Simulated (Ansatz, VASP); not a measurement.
Mn: VASP beside Ansatz

```
Mn
1.0
    -1.39702    1.69959    1.24612
     1.69959   -1.39702    1.24612
     2.84783    2.84783   -0.69197
Mn
2
Direct
  0.04169 0.95831 0.00000
  0.70831 0.29169 0.50000
```

Alike in both runs: task single point; functional revPBE; k mesh 16 × 16 × 9; occupations fermi-dirac, width 0.1 eV; no spin polarisation.

|  | VASP | Ansatz |
| --- | --- | --- |
| version | VASP 6.6.1 | Ansatz 0.2.0 |
| potentials or method | VASP PAW PBE potentials, release 64 (Mn_pv), cutoff 520 eV | plane waves (420 eV) with PAW, scalar-relativistic |
| valence electrons in the cell | 26 | 30 |

VASP gave:

```
pressure (GPa)                                                : -9.5
traceless stress, the component that is largest in VASP (GPa) : -0.07
```

Problem. Which values does Ansatz return?

Solution. Pressure (GPa): -9.6; traceless stress, the component that is largest in VASP (GPa): 0.01.

VASP's potentials were made for PBE, not for revPBE. VASP's potentials hold 26 valence electrons a cell and Ansatz's 30, so a difference there can come from the potentials and not from the codes.
